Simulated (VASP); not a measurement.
# CuO2 (Cmcm) in VASP: single point with PBEsol

Aim: the single point of CuO2 with PBEsol.

Program: VASP 6.6.1. These are calculated values, not measurements. Logs are shortened: lines on timing, memory, paths and dates and some standing lists are left out, and cuts for length are marked.

## Step 1: The cell of the first run

Symmetry: Cmcm, No. 63, orthorhombic system. Conventional cell: a = 2.846 Å, b = 9.663 Å, c = 4.013 Å, α = 90.00°, β = 90.00°, γ = 90.00°. Within 2.5 Å of Cu (site symmetry m2m) lie 6 O at 1.89 to 2.07 Å. Within 2.6 Å of O (site symmetry m2m) lie 2 Cu at 1.89 Å and 3 O at 2.09 to 2.52 Å. Within 2.6 Å of O (site symmetry m2m) lie 4 Cu at 1.92 to 2.07 Å and 5 O at 2.52 to 2.58 Å.

## Step 2: Single point, PBEsol

The input, INCAR:

```
PREC = Accurate
ENCUT = 520
EDIFF = 1E-7
ISMEAR = 0
SIGMA = 0.15
LREAL = False
LASPH = True
NELM = 60
ALGO = Normal
ISIF = 2
LWAVE = False
LCHARG = True
GGA = PS
LELF = True
LVHAR = True
NBANDS = 32
```

The input, KPOINTS:

```
regular mesh
0
Gamma
  18 18 12
```

The input, POSCAR:

```
CuO2
1.0
    1.4229345123     -4.8313618283      0.0000000000
    1.4229345123      4.8313618283      0.0000000000
    0.0000000000      0.0000000000      4.0133928144
Cu O
2 4
Direct
    0.8422513691      0.1577486309      0.2500000000
    0.1577486309      0.8422513691      0.7500000000
    0.4703282601      0.5296717399      0.2500000000
    0.5296717399      0.4703282601      0.7500000000
    0.2095729396      0.7904270604      0.2500000000
    0.7904270604      0.2095729396      0.7500000000
```

Potentials or basis: VASP PAW PBE potentials, release 64 (Cu, O).

Run with:

```bash
$ cat potpaw_PBE.64/Cu/POTCAR potpaw_PBE.64/O/POTCAR > POTCAR
$ mpirun -np 1 vasp_std > vasp.out
```

OUTCAR:

```text
PREC = Accurate
   ENCUT = 520
   EDIFF = 1E-7
   ISMEAR = 0
   LREAL = False
   LASPH = True
   NELM = 60
   ISIF = 2
   GGA = PS

 ion  position               nearest neighbor table
   1  0.842  0.158  0.250-   3 1.89   3 1.89   5 1.92   5 1.92   6 2.07   6 2.07
   2  0.158  0.842  0.750-   4 1.89   4 1.89   6 1.92   6 1.92   5 2.07   5 2.07
   3  0.470  0.530  0.250-   1 1.89   1 1.89
   4  0.530  0.470  0.750-   2 1.89   2 1.89
   5  0.210  0.790  0.250-   1 1.92   1 1.92   2 2.07   2 2.07
   6  0.790  0.210  0.750-   2 1.92   2 1.92   1 2.07   1 2.07

  LATTYP: Found a base centered orthorhombic cell.
 ALAT       =     2.8458690246
 B/A-ratio  =     3.3953507955
 C/A-ratio  =     1.4102521162

  Lattice vectors:

 A1 = (   1.4229345123,  -4.8313618283,   0.0000000000)
 A2 = (   1.4229345123,   4.8313618283,   0.0000000000)
 A3 = (   0.0000000000,   0.0000000000,   4.0133928144)

Analysis of symmetry for initial positions (statically):
=====================================================================
 Subroutine PRICEL returns:
 Original cell was already a primitive cell.

 Routine SETGRP: Setting up the symmetry group for a
 base centered orthorhombic supercell.

 Subroutine GETGRP returns: Found  8 space group operations
 (whereof  4 operations were pure point group operations)
 out of a pool of  8 trial point group operations.

The static configuration has the point symmetry C_2h.
 The point group associated with its full space group is D_2h.

Analysis of symmetry for dynamics (positions and initial velocities):
=====================================================================
 Subroutine PRICEL returns:
 Original cell was already a primitive cell.

 Routine SETGRP: Setting up the symmetry group for a
 base centered orthorhombic supercell.

 Subroutine GETGRP returns: Found  8 space group operations
 (whereof  4 operations were pure point group operations)
 out of a pool of  8 trial point group operations.

The dynamic configuration has the point symmetry C_2h.
 The point group associated with its full space group is D_2h.

 Subroutine INISYM returns: Found  8 space group operations
 (whereof  4 operations are pure point group operations),
 and found     1 'primitive' translations

----------------------------------------------------------------------------------------

                                     Primitive cell

  volume of cell :      55.1818

  direct lattice vectors                    reciprocal lattice vectors
     1.422934512 -4.831361828  0.000000000     0.351386515 -0.103490489  0.000000000
     1.422934512  4.831361828  0.000000000     0.351386515  0.103490489  0.000000000
     0.000000000  0.000000000  4.013392814     0.000000000  0.000000000  0.249165742

  length of vectors
     5.036546410  5.036546410  4.013392814     0.366309657  0.366309657  0.249165742

  position of ions in fractional coordinates (direct lattice)
     0.842251369  0.157748631  0.250000000
     0.157748631  0.842251369  0.750000000
     0.470328260  0.529671740  0.250000000
     0.529671740  0.470328260  0.750000000
     0.209572940  0.790427060  0.250000000
     0.790427060  0.209572940  0.750000000

  ion indices of the primitive-cell ions
   primitive index   ion index
                 1           1
                 2           2
                 3           3
                 4           4
                 5           5
                 6           6

----------------------------------------------------------------------------------------

 KPOINTS: regular mesh

Automatic generation of k-mesh.
 Grid dimensions read from file:
 generate k-points for:   18   18   12

 Generating k-lattice:

  Cartesian coordinates                     Fractional coordinates (reciprocal lattice)
     0.019521473 -0.005749472  0.000000000     0.055555556  0.000000000  0.000000000
     0.019521473  0.005749472  0.000000000     0.000000000  0.055555556  0.000000000
     0.000000000  0.000000000  0.020763812     0.000000000  0.000000000  0.083333333

  Length of vectors
     0.020350536  0.020350536  0.020763812

  Shift w.r.t. Gamma in fractional coordinates (k-lattice)
     0.000000000  0.000000000  0.000000000

 Subroutine IBZKPT returns following result:
 ===========================================

 Found    637 irreducible k-points:

 Following reciprocal coordinates:
            Coordinates               Weight
  0.000000  0.000000  0.000000      1.000000
  0.055556 -0.000000  0.000000      4.000000
  0.111111 -0.000000  0.000000      4.000000
  0.166667 -0.000000  0.000000      4.000000
  0.222222 -0.000000  0.000000      4.000000
  0.277778  0.000000  0.000000      4.000000
[... 16 lines left out ...]
 -0.277778  0.055556  0.000000      4.000000
 -0.222222  0.055556  0.000000      4.000000
 [... further k-points ...]
   k-points           NKPTS =    637   k-points in BZ     NKDIM =    637   number of bands    NBANDS=     32
   number of dos      NEDOS =    301   number of ions     NIONS =      6
   total plane-waves  NPLWV =  48000
   dimension x,y,z NGX =    40 NGY =   40 NGZ =   30
   dimension x,y,z NGXF=    80 NGYF=   80 NGZF=   60
   ions per type =               2   4
   NGX,Y,Z   is equivalent  to a cutoff of  13.20, 13.20, 12.43 a.u.
   NGXF,Y,Z  is equivalent  to a cutoff of  26.41, 26.41, 24.85 a.u.
 SYSTEM =  unknown system
   PREC   = accura    normal or accurate (medium, high low for compatibility)
   ISTART =      0    job   : 0-new  1-cont  2-samecut
   ICHARG =      2    charge: 1-file 2-atom 10-const
   ISPIN  =      1    spin polarized calculation?
   LNONCOLLINEAR =      F non collinear calculations
   LSORBIT =      F    spin-orbit coupling
   LASPH  =      T    aspherical Exc in radial PAW
   ENCUT  =  520.0 eV  38.22 Ry    6.18 a.u.   9.36  9.36  7.46*2*pi/ulx,y,z
   NELM   =     60;   NELMIN=  2; NELMDL= -5     # of ELM steps
   EDIFF  = 0.1E-06   stopping-criterion for ELM
   LREAL  =      F    real-space projection
   EDIFFG = 0.1E-05   stopping-criterion for IOM
   NSW    =      0    number of steps for IOM
   IBRION =     -1    ionic relax: 0-MD 1-quasi-New 2-CG
   NFREE  =      0    steps in history (QN), initial steepest desc. (CG)
   ISIF   =      2    stress and relaxation
   ISYM   =      2    0-nonsym 1-usesym 2-fastsym
   POTIM  = 0.5000    time-step for ionic-motion
   TEBEG  =    0.0;   TEEND  =   0.0 temperature during run
   PSTRESS=    0.0 pullay stress
   NELECT =      46.0000    total number of electrons
   NUPDOWN=      -1.0000    fix difference up-down
   EMIN   =  10.00;   EMAX   =-10.00  energy-range for DOS
   EFERMI =   0.00;   METHOD = LEGACY
   ISMEAR =     0;   SIGMA  =   0.15  broadening in eV -4-tet -1-fermi 0-gaus
   EFERMI_NEDOS =   21; number of points for ismear=-14 and -15
   IALGO  =     38    algorithm
   IMIX   =      4    mixing-type and parameters
     AMIX     =   0.40;   BMIX     =  1.00
     AMIX_MAG =   1.60;   BMIX_MAG =  1.00
  volume/ion in A,a.u.               =       9.20        62.06
  Fermi-wavevector in a.u.,A,eV,Ry     =   1.540738  2.911572 32.298501  2.373873
  Thomas-Fermi vector in A             =   2.646783
   LORBIT       =      0    0 simple, 1 ext, 2 COOP (PROOUT), +10 PAW based schemes
   GGA     = PS    functional components
   LHFCALC =     F    Hartree Fock is set to
   AEXX    =    0.0000 exact exchange contribution
   IVDW    =     0    specifies the selected vdW correction
   LEPSILON=     F    determine dielectric tensor
   LRPA    =     F    only Hartree local field effects (RPA)
 non-spin polarized calculation
 Gauss-broadening in eV      SIGMA  =   0.15
  energy-cutoff  :      520.00
  volume of cell :       55.18
 maximum number of plane-waves:      1505
 NGX is ok and might be reduce to    40
   NGX = 19   NGY = 19   NGZ = 15

 number of electron      46.0000001 magnetization

 Free energy of the ion-electron system (eV)
  ---------------------------------------------------
  ext. energy  EPLUGINS =         0.00000000
  ---------------------------------------------------
  free energy    TOTEN  =       -29.93827425 eV

  energy without entropy =      -29.88470022  energy(sigma->0) =      -29.91148723

 E-fermi :   4.4111     XC(G=0): -12.2245

 val. band max:        4.4100837266   @ k =   0.3889   0.1111   0.4167
 cond. band min:       4.4110768209   @ k =   0.3333   0.2778   0.1667
 fundamental gap:      0.0009930943
 Fermi energy:         4.4110528256

 k-point     1 :       0.0000    0.0000    0.0000
  band No.  band energies     occupation
      1     -15.7204      2.00000
      2     -14.0206      2.00000
      3     -13.3174      2.00000
      4     -12.3184      2.00000
      5      -2.5697      2.00000
      6      -2.3803      2.00000
[... 24 lines left out ...]
     31      16.9163      0.00000
     32      18.1317      0.00000

 k-point     2 :       0.0556   -0.0000    0.0000
  band No.  band energies     occupation
      1     -15.6903      2.00000
      2     -14.0211      2.00000
      3     -13.3090      2.00000
      4     -12.3186      2.00000
      5      -2.5398      2.00000
      6      -2.3614      2.00000
[... 24 lines left out ...]
     31      16.9966      0.00000
     32      18.0797      0.00000

 k-point     3 :       0.1111   -0.0000    0.0000
  band No.  band energies     occupation
      1     -15.6021      2.00000
      2     -14.0214      2.00000
      3     -13.2875      2.00000
      4     -12.3182      2.00000
      5      -2.4551      2.00000
      6      -2.3055      2.00000
[... 24 lines left out ...]
     31      17.2285      0.00000
     32      17.9260      0.00000

 k-point     4 :       0.1667   -0.0000    0.0000
  band No.  band energies     occupation
      1     -15.4610      2.00000
      2     -14.0192      2.00000
      3     -13.2631      2.00000
      4     -12.3143      2.00000
      5      -2.3336      2.00000
      6      -2.2160      2.00000
[... 654 lines left out ...]
     31      17.6185      0.00000
     32      17.8277      0.00000

 k-point    23 :      -0.2778    0.0556    0.0000
  band No.  band energies     occupation
      1     -15.2355      2.00000
      2     -14.0757      2.00000
      3     -13.2386      2.00000
      4     -12.3042      2.00000
      5      -2.1763      2.00000
      6      -2.0776      2.00000
[... 24 lines left out ...]
     31      17.5353      0.00000
     32      17.9004      0.00000

 k-point    24 :      -0.2222    0.0556    0.0000
  band No.  band energies     occupation
      1     -15.4257      2.00000
      2     -14.0796      2.00000
      3     -13.2492      2.00000
      4     -12.3171      2.00000
      5      -2.2815      2.00000
      6      -2.2021      2.00000
[... 24 lines left out ...]
     31      17.6040      0.00000
     32      17.7073      0.00000

 [... further k-points ...]

------------------------ aborting loop because EDIFF is reached ----------------------------------------

  FORCE on cell =-STRESS in cart. coord.  units (eV):
  Direction    XX          YY          ZZ          XY          YZ          ZX
  --------------------------------------------------------------------------------------
  -------------------------------------------------------------------------------------
  Total        0.7089845      0.4188671     -0.2591593      0.0000000     -0.0000000      0.0000000
  in kB       20.5850144     12.1615988     -7.5245620      0.0000000     -0.0000000      0.0000000
  external PRESSURE =       8.4073504 kB  Pullay stress =       0.0000000 kB

 VOLUME and BASIS-vectors are now :
 -----------------------------------------------------------------------------
  energy-cutoff  :      520.00
  volume of cell :       55.18
      direct lattice vectors                 reciprocal lattice vectors
     1.422934512 -4.831361828  0.000000000     0.351386515 -0.103490489  0.000000000
     1.422934512  4.831361828  0.000000000     0.351386515  0.103490489  0.000000000
     0.000000000  0.000000000  4.013392814     0.000000000  0.000000000  0.249165742

 POSITION                                       TOTAL-FORCE (eV/Angst)
 -----------------------------------------------------------------------------------
      1.42293     -3.30708      1.00335         0.000000      0.035360      0.000000
      1.42293      3.30708      3.01004         0.000000     -0.035360     -0.000000
      1.42293      0.28671      1.00335         0.000000     -0.151439     -0.000000
      1.42293     -0.28671      3.01004         0.000000      0.151439      0.000000
      1.42293      2.80632      1.00335         0.000000      0.058782      0.000000
      1.42293     -2.80632      3.01004         0.000000     -0.058782     -0.000000
 -----------------------------------------------------------------------------------
    total drift:                                0.000000     -0.000000     -0.000000

  FREE ENERGIE OF THE ION-ELECTRON SYSTEM (eV)
  ---------------------------------------------------
  free  energy   TOTEN  =       -29.9382742473 eV

  energy  without entropy=      -29.8847002221  energy(sigma->0) =      -29.91148723
```

Wall time 14 min (1 thread of Intel Xeon 6975P-C (Granite Rapids), shared host); peak memory 0.9 GiB.

What came out:

```
Free energy            : -29.9383 eV
Pressure               : 0.8 GPa
Largest force          : 0.151 eV/Å
Band gap on the k mesh : zero (bands 23 and 24 overlap by 0.74 eV)
```

Forces on the atoms (eV/Å):
```
Cu   0.000  0.035  0.000
Cu   0.000 -0.035  0.000
O    0.000 -0.151  0.000
O    0.000  0.151  0.000
O    0.000  0.059  0.000
O    0.000 -0.059  0.000
```

Caveat: the PAW data sets were made with another functional, which shifts forces and pressure a little; semilocal functionals often make such compounds metallic where correlation or magnetic order opens a gap, which also shifts bond lengths.
